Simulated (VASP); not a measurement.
# Sb (Im-3m) in VASP: settings compared

Aim: see how the results for Sb move with the level of theory and the settings. Levels: PBEsol, revPBE, r2SCAN, LDA. Tasks: relaxation of cell and atoms, single point.

Everything below comes from runs of VASP 6.6.1. Logs are shortened: lines on timing, memory, paths and dates and some standing lists are left out, and cuts for length are marked.

## (1) The cell of the first run

It takes space group Im-3m (No. 229, cubic). The conventional cell has a = 3.743 Å, b = 3.743 Å, c = 3.743 Å, α = 90.00°, β = 90.00°, γ = 90.00°. Sb (site symmetry m-3m) has 14 Sb at 3.24 to 3.74 Å within 4.3 Å.

## (2) Relaxation of cell and atoms, PBEsol

File INCAR:

```
SYSTEM = Sb
ALGO = Normal
EDIFF = 1E-7
EDIFFG = -0.01
ENCUT = 600
GGA = PS
IBRION = 2
ISIF = 3
ISMEAR = -1
LASPH = .TRUE.
LCHARG = .FALSE.
LREAL = .FALSE.
LWAVE = .FALSE.
NELM = 60
NSW = 60
PREC = Accurate
SIGMA = 0.05
```

File KPOINTS:

```
k-points
0
G
  10 10 10
  0 0 0
```

File POSCAR:

```
Sb
1.0
   -1.8713408863      1.8713408863      1.8713408863
    1.8713408863     -1.8713408863      1.8713408863
    1.8713408863      1.8713408863     -1.8713408863
Sb
1
Direct
    0.0000000000      0.0000000000      0.0000000000
```

Potentials or basis: VASP PAW PBE potentials, release 64 (Sb).

Command:

```bash
> cat potpaw_PBE.64/Sb/POTCAR > POTCAR
> mpirun -np 1 vasp_std > vasp.out
```

OUTCAR:

```text
SYSTEM = Sb
   EDIFF = 1E-7
   EDIFFG = -0.01
   ENCUT = 600
   GGA = PS
   IBRION = 2
   ISIF = 3
   ISMEAR = -1
   LASPH = .TRUE.
   LREAL = .FALSE.
   NELM = 60
   NSW = 60
   PREC = Accurate

 ion  position               nearest neighbor table
   1  0.000  0.000  0.000-

  LATTYP: Found a body centered cubic cell.
 ALAT       =     3.7426817726

  Lattice vectors:

 A1 = (  -1.8713408863,   1.8713408863,   1.8713408863)
 A2 = (   1.8713408863,  -1.8713408863,   1.8713408863)
 A3 = (   1.8713408863,   1.8713408863,  -1.8713408863)

Analysis of symmetry for initial positions (statically):
=====================================================================
 Subroutine PRICEL returns:
 Original cell was already a primitive cell.

 Routine SETGRP: Setting up the symmetry group for a
 body centered cubic supercell.

 Subroutine GETGRP returns: Found 48 space group operations
 (whereof 48 operations were pure point group operations)
 out of a pool of 48 trial point group operations.

The static configuration has the point symmetry O_h .

Analysis of symmetry for dynamics (positions and initial velocities):
=====================================================================
 Subroutine PRICEL returns:
 Original cell was already a primitive cell.

 Routine SETGRP: Setting up the symmetry group for a
 body centered cubic supercell.

 Subroutine GETGRP returns: Found 48 space group operations
 (whereof 48 operations were pure point group operations)
 out of a pool of 48 trial point group operations.

The dynamic configuration has the point symmetry O_h .

 Subroutine INISYM returns: Found 48 space group operations
 (whereof 48 operations are pure point group operations),
 and found     1 'primitive' translations

----------------------------------------------------------------------------------------

                                     Primitive cell

  volume of cell :      26.2131

  direct lattice vectors                    reciprocal lattice vectors
    -1.871340886  1.871340886  1.871340886     0.000000000  0.267188092  0.267188092
     1.871340886 -1.871340886  1.871340886     0.267188092  0.000000000  0.267188092
     1.871340886  1.871340886 -1.871340886     0.267188092  0.267188092  0.000000000

  length of vectors
     3.241257493  3.241257493  3.241257493     0.377861023  0.377861023  0.377861023

  position of ions in fractional coordinates (direct lattice)
     0.000000000  0.000000000  0.000000000

  ion indices of the primitive-cell ions
   primitive index   ion index
                 1           1

----------------------------------------------------------------------------------------

 KPOINTS: k-points

Automatic generation of k-mesh.
 Grid dimensions read from file:
 generate k-points for:   10   10   10

 Generating k-lattice:

  Cartesian coordinates                     Fractional coordinates (reciprocal lattice)
     0.000000000  0.026718809  0.026718809     0.100000000  0.000000000  0.000000000
     0.026718809  0.000000000  0.026718809     0.000000000  0.100000000  0.000000000
     0.026718809  0.026718809  0.000000000     0.000000000  0.000000000  0.100000000

  Length of vectors
     0.037786102  0.037786102  0.037786102

  Shift w.r.t. Gamma in fractional coordinates (k-lattice)
     0.000000000  0.000000000  0.000000000

 Subroutine IBZKPT returns following result:
 ===========================================

 Found     47 irreducible k-points:

 Following reciprocal coordinates:
            Coordinates               Weight
  0.000000  0.000000  0.000000      1.000000
  0.100000  0.000000  0.000000     12.000000
  0.200000  0.000000  0.000000     12.000000
  0.300000  0.000000  0.000000     12.000000
  0.400000  0.000000  0.000000     12.000000
  0.500000  0.000000  0.000000      6.000000
[... 16 lines left out ...]
  0.300000  0.300000  0.100000      8.000000
 -0.300000  0.300000  0.100000     24.000000
 [... further k-points ...]
   k-points           NKPTS =     47   k-points in BZ     NKDIM =     47   number of bands    NBANDS=      6
   number of dos      NEDOS =    301   number of ions     NIONS =      1
   total plane-waves  NPLWV =  21952
   dimension x,y,z NGX =    28 NGY =   28 NGZ =   28
   dimension x,y,z NGXF=    56 NGYF=   56 NGZF=   56
   ions per type =               1
   NGX,Y,Z   is equivalent  to a cutoff of  14.36, 14.36, 14.36 a.u.
   NGXF,Y,Z  is equivalent  to a cutoff of  28.72, 28.72, 28.72 a.u.
 SYSTEM =  Sb
   PREC   = accura    normal or accurate (medium, high low for compatibility)
   ISTART =      0    job   : 0-new  1-cont  2-samecut
   ICHARG =      2    charge: 1-file 2-atom 10-const
   ISPIN  =      1    spin polarized calculation?
   LNONCOLLINEAR =      F non collinear calculations
   LSORBIT =      F    spin-orbit coupling
   LASPH  =      T    aspherical Exc in radial PAW
   ENCUT  =  600.0 eV  44.10 Ry    6.64 a.u.   6.47  6.47  6.47*2*pi/ulx,y,z
   NELM   =     60;   NELMIN=  2; NELMDL= -5     # of ELM steps
   EDIFF  = 0.1E-06   stopping-criterion for ELM
   LREAL  =      F    real-space projection
   EDIFFG = -.1E-01   stopping-criterion for IOM
   NSW    =     60    number of steps for IOM
   IBRION =      2    ionic relax: 0-MD 1-quasi-New 2-CG
   NFREE  =      1    steps in history (QN), initial steepest desc. (CG)
   ISIF   =      3    stress and relaxation
   ISYM   =      2    0-nonsym 1-usesym 2-fastsym
   POTIM  = 0.5000    time-step for ionic-motion
   TEBEG  =    0.0;   TEEND  =   0.0 temperature during run
   PSTRESS=    0.0 pullay stress
   NELECT =       5.0000    total number of electrons
   NUPDOWN=      -1.0000    fix difference up-down
   EMIN   =  10.00;   EMAX   =-10.00  energy-range for DOS
   EFERMI =   0.00;   METHOD = LEGACY
   ISMEAR =    -1;   SIGMA  =   0.05  broadening in eV -4-tet -1-fermi 0-gaus
   EFERMI_NEDOS =   21; number of points for ismear=-14 and -15
   IALGO  =     38    algorithm
   IMIX   =      4    mixing-type and parameters
     AMIX     =   0.40;   BMIX     =  1.00
     AMIX_MAG =   1.60;   BMIX_MAG =  1.00
  volume/ion in A,a.u.               =      26.21       176.89
  Fermi-wavevector in a.u.,A,eV,Ry     =   0.942378  1.780837 12.083018  0.888077
  Thomas-Fermi vector in A             =   2.069982
   LORBIT       =      0    0 simple, 1 ext, 2 COOP (PROOUT), +10 PAW based schemes
   GGA     = PS    functional components
   LHFCALC =     F    Hartree Fock is set to
   AEXX    =    0.0000 exact exchange contribution
   IVDW    =     0    specifies the selected vdW correction
   LEPSILON=     F    determine dielectric tensor
   LRPA    =     F    only Hartree local field effects (RPA)
 conjugate gradient relaxation of ions
 non-spin polarized calculation
  energy-cutoff  :      600.00
  volume of cell :       26.21
 maximum number of plane-waves:       909
 NGX is ok and might be reduce to    28
   NGX = 13   NGY = 13   NGZ = 13

 number of electron       5.0000000 magnetization

 Free energy of the ion-electron system (eV)
  ---------------------------------------------------
  ext. energy  EPLUGINS =         0.00000000
  ---------------------------------------------------
  free energy    TOTEN  =        -4.37535340 eV

  energy without entropy =       -4.36634367  energy(sigma->0) =       -4.37084854

 E-fermi :   8.6444     XC(G=0): -10.4453

 val. band max:        8.6244292020   @ k =  -0.3000   0.4000   0.1000
 cond. band min:       8.6453138434   @ k =   0.3000   0.1000   0.1000
 fundamental gap:      0.0208846414
 Fermi energy:         8.6443654631

 k-point     1 :       0.0000    0.0000    0.0000
  band No.  band energies     occupation
      1      -4.4088      2.00000
      2      14.3578      0.00000
      3      14.3578      0.00000
      4      14.3578      0.00000
      5      19.3642      0.00000
      6      19.3642      0.00000

 k-point     2 :       0.1000    0.0000    0.0000
  band No.  band energies     occupation
      1      -4.1939      2.00000
      2      12.7926      0.00000
      3      13.6857      0.00000
      4      14.1660      0.00000
      5      18.1825      0.00000
      6      18.2848      0.00000

 k-point     3 :       0.2000    0.0000    0.0000
  band No.  band energies     occupation
      1      -3.5532      2.00000
      2       9.8397      0.00000
      3      12.4537      0.00000
      4      13.6606      0.00000
      5      16.8184      0.00000
      6      17.1331      0.00000

 k-point     4 :       0.3000    0.0000    0.0000
  band No.  band energies     occupation
      1      -2.5079      2.00000
      2       6.8484      2.00000
      3      11.3652      0.00000
      4      13.0709      0.00000
      5      15.8836      0.00000
      6      16.3006      0.00000

 k-point     5 :       0.4000    0.0000    0.0000
  band No.  band energies     occupation
      1      -1.1564      2.00000
      2       4.2615      2.00000
      3      10.6547      0.00000
      4      12.6331      0.00000
      5      15.3409      0.00000
      6      15.8015      0.00000
[... 136 lines left out ...]
 k-point    21 :       0.3000    0.2000    0.1000
  band No.  band energies     occupation
      1       0.1991      2.00000
      2       4.2617      2.00000
      3       6.7067      2.00000
      4       9.0547      0.00055
      5      19.5668      0.00000
      6      21.0126      0.00000

 k-point    22 :      -0.2000    0.2000    0.1000
  band No.  band energies     occupation
      1      -3.3400      2.00000
      2       9.9224      0.00000
      3      11.7614      0.00000
      4      12.5317      0.00000
      5      16.5155      0.00000
      6      18.1135      0.00000

 k-point    23 :       0.3000    0.3000    0.1000
  band No.  band energies     occupation
      1       0.6805      2.00000
      2       4.9703      2.00000
      3       4.9703      2.00000
      4       8.7782      0.12862
      5      20.2924      0.00000
      6      22.1149      0.00000

 k-point    24 :      -0.3000    0.3000    0.1000
  band No.  band energies     occupation
      1      -2.2978      2.00000
      2       7.0129      2.00000
      3      10.6889      0.00000
      4      12.0588      0.00000
      5      16.3411      0.00000
      6      17.2838      0.00000

 [... further k-points ...]
[... 5 lines left out ...]
  --------------------------------------------------------------------------------------
  -------------------------------------------------------------------------------------
  Total       -0.0018113     -0.0018113     -0.0018113     -0.0000000     -0.0000000      0.0000000
  in kB       -0.1107102     -0.1107102     -0.1107102     -0.0000000     -0.0000000      0.0000000
  external PRESSURE =      -0.1107102 kB  Pullay stress =       0.0000000 kB

 VOLUME and BASIS-vectors are now :
 -----------------------------------------------------------------------------
  energy-cutoff  :      600.00
  volume of cell :       26.21
      direct lattice vectors                 reciprocal lattice vectors
    -1.871340886  1.871340886  1.871340886     0.000000000  0.267188092  0.267188092
     1.871340886 -1.871340886  1.871340886     0.267188092  0.000000000  0.267188092
     1.871340886  1.871340886 -1.871340886     0.267188092  0.267188092  0.000000000

 POSITION                                       TOTAL-FORCE (eV/Angst)
 -----------------------------------------------------------------------------------
      0.00000      0.00000      0.00000        -0.000000      0.000000      0.000000
 -----------------------------------------------------------------------------------
    total drift:                                0.000000      0.000000      0.000000

  FREE ENERGIE OF THE ION-ELECTRON SYSTEM (eV)
  ---------------------------------------------------
  free  energy   TOTEN  =        -4.3753534025 eV

  energy  without entropy=       -4.3663436738  energy(sigma->0) =       -4.37084854

 reached required accuracy - stopping structural energy minimisation
```

It took 3.8 s on 1 thread of AMD EPYC 9R45 (Zen 5), shared host; peak memory 0.13 GiB.

Results:

| Quantity | Value |
| --- | --- |
| Free energy | -4.3754 eV |
| Pressure after relaxing | 0.0 GPa |

Final structure:
```cif
data_structure
_symmetry_space_group_name_H-M 'P 1'
_symmetry_Int_Tables_number 1
_cell_length_a 3.2413
_cell_length_b 3.2413
_cell_length_c 3.2413
_cell_angle_alpha 109.471
_cell_angle_beta 109.471
_cell_angle_gamma 109.471
_cell_volume 26.21
loop_
_atom_site_label
_atom_site_type_symbol
_atom_site_fract_x
_atom_site_fract_y
_atom_site_fract_z
_atom_site_occupancy
Sb1 Sb 0.00000 0.00000 0.00000 1
```

Levels at points of the mesh, in eV from the Fermi level:
```tsv
k point	band 1	band 2	band 3	band 4	band 5	band 6
(0.00, 0.00, 0.00)	-13.05	5.71	5.71	5.71	10.72	10.72
(0.50, 0.00, 0.00)	-8.85	-5.75	1.77	3.83	6.52	6.99
(0.50, 0.50, 0.50)	-5.46	-2.04	-2.04	-2.04	2.91	2.91
```

Caveat: the relaxation stopped at its first step, so nothing moved; the PAW data sets were made with another functional, which shifts forces and pressure a little; spin-orbit coupling is left out, which moves the levels of the heavy elements.

(Part 1 of 2 ends here.)
